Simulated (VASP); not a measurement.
Crystal: Te.

```xyz
3
Lattice="4.5303 0.0000 0.0000 -2.2651 3.9233 0.0000 0.0000 0.0000 5.9374" Properties=species:S:1:pos:R:3 pbc="T T T"
Te   -1.0492    3.9233    1.9791
Te   -0.6080    1.0530    3.9583
Te    1.6572    2.8703    0.0000
```

Base run:

| Quantity | Value |
| --- | --- |
| Program | VASP 6.6.1 |
| Functional | PBE |
| Potentials or basis | VASP PAW PBE potentials, release 64 (Te) |
| Cutoff | 520 eV |
| k mesh | 8 × 8 × 6 |
| Occupations | fermi-dirac, width 0.6 eV |
| Spin | no spin polarisation |

Its results: band gap on the k mesh 0.47 eV, indirect (least direct gap 0.60 eV); pressure 2.0 GPa.

Q: The run is repeated on the same cell with these changes: occupations from fermi-dirac, width 0.6 eV to methfessel-paxton, width 0.01 eV. What comes out?

A: Band gap on the k mesh 0.46 eV, indirect (least direct gap 0.58 eV); pressure 0.0 GPa.

Caveats: spin-orbit coupling is left out, which moves the levels of the heavy elements.

A k mesh can miss the band edges.
